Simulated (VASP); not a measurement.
Set up this calculation in VASP 6.6.1, as the native input.

| Property | Result |
| --- | --- |
| Task | single point |
| Functional | PBEsol |
| Potentials or basis | VASP PAW PBE potentials, release 64 (Br) |
| Cutoff | 520 eV |
| k mesh | 13 × 13 × 13 |
| Occupations | fermi-dirac, width 0.05 eV |
| Spin | no spin polarisation |
| Dipole correction | no |
| Further INCAR settings | ALGO = Normal; EDIFF = 1e-07; NBANDS = 10 |

The structure of Br lies in POSCAR:

```
Br
1.0
   -1.4078435686      1.4078435686      3.6651344813
    1.4078435686     -1.4078435686      3.6651344813
    1.4078435686      1.4078435686     -3.6651344813
Br
1
Direct
    0.0000000000      0.0000000000      0.0000000000
```

The input as run:

INCAR

```
PREC = Accurate
ENCUT = 520
EDIFF = 1E-7
ISMEAR = -1
SIGMA = 0.05
LREAL = F
LASPH = T
NELM = 60
ALGO = Normal
ISIF = 2
LWAVE = F
LCHARG = F
GGA = PS
NBANDS = 10
```

KPOINTS

```
regular mesh
0
Gamma
  13 13 13
```

Potentials or basis: VASP PAW PBE potentials, release 64 (Br).

Command:

```console
$ cat potpaw_PBE.64/Br/POTCAR > POTCAR
$ mpirun -np 1 vasp_std > vasp.out
```

It gave:

```
Pressure               : 0.0 GPa
Band gap on the k mesh : zero (an odd number of electrons rules out a gap without spin polarisation)
```

Caveat: the PAW data sets were made with another functional, which shifts forces and pressure a little; an odd number of electrons without spin polarisation forces a metal; a magnetic or distorted state may lie lower.

Wall time 71 s on 1 thread of Intel Xeon 8259CL (shared host), peak memory 0.21 GiB.
